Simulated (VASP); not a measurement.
# AlP (F-43m) in VASP: single point with PBEsol

Aim: the single point of AlP with PBEsol.

Program: VASP 6.6.1. These are calculated values, not measurements. Logs are shortened: lines on timing, memory, paths and dates and some standing lists are left out, and cuts for length are marked.

**1. The cell of the first run**

It takes space group F-43m (No. 216, cubic). Conventional cell: a = 5.451 Å, b = 5.451 Å, c = 5.451 Å, α = 90.00°, β = 90.00°, γ = 90.00°. Within 3.1 Å of Al (site symmetry -43m) lie 4 P at 2.36 Å. P (site symmetry -43m) has 4 Al at 2.36 Å within 3.1 Å.

**2. Single point, PBEsol**

Input file INCAR:

```
PREC = Accurate
ENCUT = 500
EDIFF = 1E-6
ISMEAR = 0
SIGMA = 0.01
LREAL = False
LASPH = True
NELM = 120
ALGO = Normal
ISIF = 2
LWAVE = False
LCHARG = True
GGA = PS
LELF = True
LVHAR = True
NBANDS = 11
GGA_COMPAT = False
```

Input file KPOINTS:

```
regular mesh
0
Gamma
  4 4 4
```

Input file POSCAR:

```
AlP
1.0
    0.0000000000      2.7255000000      2.7255000000
    2.7255000000      0.0000000000      2.7255000000
    2.7255000000      2.7255000000      0.0000000000
Al P
1 1
Direct
    0.0000000000      0.0000000000      0.0000000000
    0.7500000000      0.7500000000      0.7500000000
```

Potentials or basis: VASP PAW PBE potentials, release 64 (Al, P).

On the command line:

```console
$ cat potpaw_PBE.64/Al/POTCAR potpaw_PBE.64/P/POTCAR > POTCAR
$ mpirun -np 1 vasp_std > vasp.out
```

OUTCAR:

```text
PREC = Accurate
   ENCUT = 500
   EDIFF = 1E-6
   ISMEAR = 0
   LREAL = False
   LASPH = True
   NELM = 120
   ISIF = 2
   GGA = PS

 ion  position               nearest neighbor table
   1  0.000  0.000  0.000-   2 2.36   2 2.36   2 2.36   2 2.36
   2  0.750  0.750  0.750-   1 2.36   1 2.36   1 2.36   1 2.36

  LATTYP: Found a face centered cubic cell.
 ALAT       =     5.4510000000

  Lattice vectors:

 A1 = (   0.0000000000,   2.7255000000,   2.7255000000)
 A2 = (   2.7255000000,   0.0000000000,   2.7255000000)
 A3 = (   2.7255000000,   2.7255000000,   0.0000000000)

Analysis of symmetry for initial positions (statically):
=====================================================================
 Subroutine PRICEL returns:
 Original cell was already a primitive cell.

 Routine SETGRP: Setting up the symmetry group for a
 face centered cubic supercell.

 Subroutine GETGRP returns: Found 24 space group operations
 (whereof 24 operations were pure point group operations)
 out of a pool of 48 trial point group operations.

The static configuration has the point symmetry T_d .

Analysis of symmetry for dynamics (positions and initial velocities):
=====================================================================
 Subroutine PRICEL returns:
 Original cell was already a primitive cell.

 Routine SETGRP: Setting up the symmetry group for a
 face centered cubic supercell.

 Subroutine GETGRP returns: Found 24 space group operations
 (whereof 24 operations were pure point group operations)
 out of a pool of 48 trial point group operations.

The dynamic configuration has the point symmetry T_d .

 Subroutine INISYM returns: Found 24 space group operations
 (whereof 24 operations are pure point group operations),
 and found     1 'primitive' translations

----------------------------------------------------------------------------------------

                                     Primitive cell

  volume of cell :      40.4919

  direct lattice vectors                    reciprocal lattice vectors
     0.000000000  2.725500000  2.725500000    -0.183452578  0.183452578  0.183452578
     2.725500000  0.000000000  2.725500000     0.183452578 -0.183452578  0.183452578
     2.725500000  2.725500000  0.000000000     0.183452578  0.183452578 -0.183452578

  length of vectors
     3.854439064  3.854439064  3.854439064     0.317749185  0.317749185  0.317749185

  position of ions in fractional coordinates (direct lattice)
     0.000000000  0.000000000  0.000000000
     0.750000000  0.750000000  0.750000000

  ion indices of the primitive-cell ions
   primitive index   ion index
                 1           1
                 2           2

----------------------------------------------------------------------------------------

 KPOINTS: regular mesh

Automatic generation of k-mesh.
 Grid dimensions read from file:
 generate k-points for:    4    4    4

 Generating k-lattice:

  Cartesian coordinates                     Fractional coordinates (reciprocal lattice)
    -0.045863144  0.045863144  0.045863144     0.250000000  0.000000000  0.000000000
     0.045863144 -0.045863144  0.045863144     0.000000000  0.250000000  0.000000000
     0.045863144  0.045863144 -0.045863144     0.000000000  0.000000000  0.250000000

  Length of vectors
     0.079437296  0.079437296  0.079437296

  Shift w.r.t. Gamma in fractional coordinates (k-lattice)
     0.000000000  0.000000000  0.000000000

 Subroutine IBZKPT returns following result:
 ===========================================

 Found      8 irreducible k-points:

 Following reciprocal coordinates:
            Coordinates               Weight
  0.000000  0.000000  0.000000      1.000000
  0.250000  0.000000  0.000000      8.000000
  0.500000  0.000000  0.000000      4.000000
  0.250000  0.250000  0.000000      6.000000
  0.500000  0.250000  0.000000     24.000000
 -0.250000  0.250000  0.000000     12.000000
  0.500000  0.500000  0.000000      3.000000
 -0.250000  0.500000  0.250000      6.000000
   k-points           NKPTS =      8   k-points in BZ     NKDIM =      8   number of bands    NBANDS=     11
   number of dos      NEDOS =    301   number of ions     NIONS =      2
   total plane-waves  NPLWV =  21952
   dimension x,y,z NGX =    28 NGY =   28 NGZ =   28
   dimension x,y,z NGXF=    56 NGYF=   56 NGZF=   56
   ions per type =               1   1
   NGX,Y,Z   is equivalent  to a cutoff of  12.08, 12.08, 12.08 a.u.
   NGXF,Y,Z  is equivalent  to a cutoff of  24.15, 24.15, 24.15 a.u.
 SYSTEM =  unknown system
   PREC   = accura    normal or accurate (medium, high low for compatibility)
   ISTART =      0    job   : 0-new  1-cont  2-samecut
   ICHARG =      2    charge: 1-file 2-atom 10-const
   ISPIN  =      1    spin polarized calculation?
   LNONCOLLINEAR =      F non collinear calculations
   LSORBIT =      F    spin-orbit coupling
   LASPH  =      T    aspherical Exc in radial PAW
   ENCUT  =  500.0 eV  36.75 Ry    6.06 a.u.   7.03  7.03  7.03*2*pi/ulx,y,z
   NELM   =    120;   NELMIN=  2; NELMDL= -5     # of ELM steps
   EDIFF  = 0.1E-05   stopping-criterion for ELM
   LREAL  =      F    real-space projection
   EDIFFG = 0.1E-04   stopping-criterion for IOM
   NSW    =      0    number of steps for IOM
   IBRION =     -1    ionic relax: 0-MD 1-quasi-New 2-CG
   NFREE  =      0    steps in history (QN), initial steepest desc. (CG)
   ISIF   =      2    stress and relaxation
   ISYM   =      2    0-nonsym 1-usesym 2-fastsym
   POTIM  = 0.5000    time-step for ionic-motion
   TEBEG  =    0.0;   TEEND  =   0.0 temperature during run
   PSTRESS=    0.0 pullay stress
   NELECT =       8.0000    total number of electrons
   NUPDOWN=      -1.0000    fix difference up-down
   EMIN   =  10.00;   EMAX   =-10.00  energy-range for DOS
   EFERMI =   0.00;   METHOD = LEGACY
   ISMEAR =     0;   SIGMA  =   0.01  broadening in eV -4-tet -1-fermi 0-gaus
   EFERMI_NEDOS =   21; number of points for ismear=-14 and -15
   IALGO  =     38    algorithm
   IMIX   =      4    mixing-type and parameters
     AMIX     =   0.40;   BMIX     =  1.00
     AMIX_MAG =   1.60;   BMIX_MAG =  1.00
  volume/ion in A,a.u.               =      20.25       136.63
  Fermi-wavevector in a.u.,A,eV,Ry     =   0.953488  1.801831 12.369596  0.909140
  Thomas-Fermi vector in A             =   2.082148
   LORBIT       =      0    0 simple, 1 ext, 2 COOP (PROOUT), +10 PAW based schemes
   GGA     = PS    functional components
   LHFCALC =     F    Hartree Fock is set to
   AEXX    =    0.0000 exact exchange contribution
   IVDW    =     0    specifies the selected vdW correction
   LEPSILON=     F    determine dielectric tensor
   LRPA    =     F    only Hartree local field effects (RPA)
 non-spin polarized calculation
 Gauss-broadening in eV      SIGMA  =   0.01
  energy-cutoff  :      500.00
  volume of cell :       40.49
 maximum number of plane-waves:      1056
   NGX = 13   NGY = 13   NGZ = 13

 number of electron       8.0000000 magnetization

 Free energy of the ion-electron system (eV)
  ---------------------------------------------------
  ext. energy  EPLUGINS =         0.00000000
  ---------------------------------------------------
  free energy    TOTEN  =       -10.89157606 eV

  energy without entropy =      -10.89157606  energy(sigma->0) =      -10.89157606

 E-fermi :   4.6715     XC(G=0):  -9.3696

 val. band max:        4.6217613446   @ k =   0.0000   0.0000   0.0000
 cond. band min:       6.0195713670   @ k =   0.5000   0.5000   0.0000
 fundamental gap:      1.3978100223
 Fermi energy:         4.6715445442

 k-point     1 :       0.0000    0.0000    0.0000
  band No.  band energies     occupation
      1      -6.9413      2.00000
      2       4.6218      2.00000
      3       4.6218      2.00000
      4       4.6218      2.00000
      5       7.8565      0.00000
      6       9.1126      0.00000
      7       9.1126      0.00000
      8       9.1126      0.00000
      9      13.4059      0.00000
     10      13.4059      0.00000
     11      14.7248      0.00000

 k-point     2 :       0.2500    0.0000    0.0000
  band No.  band energies     occupation
      1      -6.2724      2.00000
      2       1.3945      2.00000
      3       4.1709      2.00000
      4       4.1709      2.00000
      5       7.8686      0.00000
      6       9.6986      0.00000
      7       9.6986      0.00000
      8      11.4868      0.00000
      9      12.8641      0.00000
     10      12.8641      0.00000
     11      14.7909      0.00000

 k-point     3 :       0.5000    0.0000    0.0000
  band No.  band energies     occupation
      1      -5.2224      2.00000
      2      -1.0020      2.00000
      3       3.8471      2.00000
      4       3.8471      2.00000
      5       7.3528      0.00000
      6       9.3424      0.00000
      7       9.3424      0.00000
      8      12.6909      0.00000
      9      16.1343      0.00000
     10      16.1343      0.00000
     11      16.3481      0.00000

 k-point     4 :       0.2500    0.2500    0.0000
  band No.  band energies     occupation
      1      -6.0424      2.00000
      2       1.7015      2.00000
      3       3.3032      2.00000
      4       3.3032      2.00000
      5       7.3611      0.00000
      6       8.5869      0.00000
      7      11.6645      0.00000
      8      11.6645      0.00000
      9      12.5546      0.00000
     10      14.5920      0.00000
     11      18.2219      0.00000

 k-point     5 :       0.5000    0.2500    0.0000
  band No.  band energies     occupation
      1      -4.9553      2.00000
      2      -0.3466      2.00000
      3       1.8943      2.00000
      4       3.0416      2.00000
      5       7.2742      0.00000
      6       9.8418      0.00000
      7      11.4626      0.00000
      8      11.6786      0.00000
      9      15.3579      0.00000
     10      16.1999      0.00000
     11      17.8985      0.00000

 k-point     6 :      -0.2500    0.2500    0.0000
  band No.  band energies     occupation
      1      -5.3509      2.00000
      2       0.2219      2.00000
      3       1.7211      2.00000
      4       3.7648      2.00000
      5       8.2858      0.00000
      6      10.6269      0.00000
      7      10.7591      0.00000
      8      11.1740      0.00000
      9      12.1621      0.00000
     10      15.6247      0.00000
     11      17.8203      0.00000

 k-point     7 :       0.5000    0.5000    0.0000
  band No.  band energies     occupation
      1      -4.5441      2.00000
      2      -0.7552      2.00000
      3       2.4767      2.00000
      4       2.4767      2.00000
      5       6.0196      0.00000
      6       6.9618      0.00000
      7      15.6373      0.00000
      8      15.6373      0.00000
      9      16.6279      0.00000
     10      16.7078      0.00000
     11      16.7078      0.00000

 k-point     8 :      -0.2500    0.5000    0.2500
  band No.  band energies     occupation
      1      -4.4910      2.00000
      2      -0.3492      2.00000
      3       1.3646      2.00000
      4       1.7242      2.00000
      5       8.8223      0.00000
      6      10.5394      0.00000
      7      10.6513      0.00000
      8      10.9093      0.00000
      9      15.8410      0.00000
     10      16.5979      0.00000
     11      17.8529      0.00000

------------------------ aborting loop because EDIFF is reached ----------------------------------------

  FORCE on cell =-STRESS in cart. coord.  units (eV):
  Direction    XX          YY          ZZ          XY          YZ          ZX
  --------------------------------------------------------------------------------------
  -------------------------------------------------------------------------------------
  Total        0.3581208      0.3581208      0.3581208      0.0000000     -0.0000000      0.0000000
  in kB       14.1700575     14.1700575     14.1700575      0.0000000     -0.0000000      0.0000000
  external PRESSURE =      14.1700575 kB  Pullay stress =       0.0000000 kB

 VOLUME and BASIS-vectors are now :
 -----------------------------------------------------------------------------
  energy-cutoff  :      500.00
  volume of cell :       40.49
      direct lattice vectors                 reciprocal lattice vectors
     0.000000000  2.725500000  2.725500000    -0.183452578  0.183452578  0.183452578
     2.725500000  0.000000000  2.725500000     0.183452578 -0.183452578  0.183452578
     2.725500000  2.725500000  0.000000000     0.183452578  0.183452578 -0.183452578

 POSITION                                       TOTAL-FORCE (eV/Angst)
 -----------------------------------------------------------------------------------
      0.00000      0.00000      0.00000        -0.000000     -0.000000     -0.000000
      4.08825      4.08825      4.08825         0.000000      0.000000      0.000000
 -----------------------------------------------------------------------------------
    total drift:                               -0.000000     -0.000000     -0.000000

  FREE ENERGIE OF THE ION-ELECTRON SYSTEM (eV)
  ---------------------------------------------------
  free  energy   TOTEN  =       -10.8915760555 eV

  energy  without entropy=      -10.8915760555  energy(sigma->0) =      -10.89157606
```

Wall time 6.7 s (1 thread of Intel Xeon 8259CL, shared host); peak memory 0.14 GiB.

What came out:

| Quantity | Value |
| --- | --- |
| Free energy | -10.8916 eV |
| Pressure | 1.4 GPa |
| Band gap on the k mesh | 1.40 eV (least direct gap 3.23 eV) |

Caveat: the k points lie up to 0.50 Å⁻¹ apart; the PAW data sets were made with another functional, which shifts forces and pressure a little. A k mesh can miss the band edges.
